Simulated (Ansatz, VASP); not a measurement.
**BaTiO3: VASP beside Ansatz**

```
CELL_PARAMETERS angstrom
2.86717 1.68401 2.36233
-2.78817 1.62746 2.30578
-0.00947 -3.24193 2.28508
ATOMIC_POSITIONS crystal
Ba 0.00000 0.00000 0.00000
Ti 0.51400 0.51400 0.51400
O 0.49160 0.49160 0.98150
O 0.49160 0.98150 0.49160
O 0.98150 0.49160 0.49160
```

Change from the starting cell: equal xy, yz and zx shear strains of +2 %, crystal datasets.

Alike in both runs: task electric field gradients; functional LDA; k mesh 9 × 9 × 9; occupations fermi-dirac, width 0.05 eV; no spin polarisation.

|  | VASP | Ansatz |
| --- | --- | --- |
| version | VASP 6.6.1 | Ansatz 0.2.0 |
| potentials or method | VASP PAW LDA potentials, release 64 (Ba_sv, Ti_sv, O), cutoff 520 eV | all-electron PAW with datasets made for the crystal, scalar-relativistic |

Ansatz gave:

| Property | Result |
| --- | --- |
| gap on the k mesh at the Fermi level (eV) | 2.31 |
| pressure (GPa) | -5.7 |
| traceless stress, the component that is largest in VASP (GPa) | -1.99 |
| rms of the force components (eV/Å) | 0.124 |
| size of Vzz on the site where it differs most (V/Å²) | 10.3 |

Problem. Which values does VASP return?

Solution. gap on the k mesh at the Fermi level (eV): 2.26; pressure (GPa): -3.6; traceless stress, the component that is largest in VASP (GPa): -2.06; rms of the force components (eV/Å): 0.132; size of Vzz on the site where it differs most (V/Å²): 11.2.

LDA's correlation is that of Perdew and Zunger in VASP and of Perdew and Wang (1992) in Ansatz. Atom by atom the forces differ by 0.039 eV/Å (rms over components). Ansatz ran all-electron here, and VASP with PAW potentials.

Neither program's run includes spin-orbit coupling.
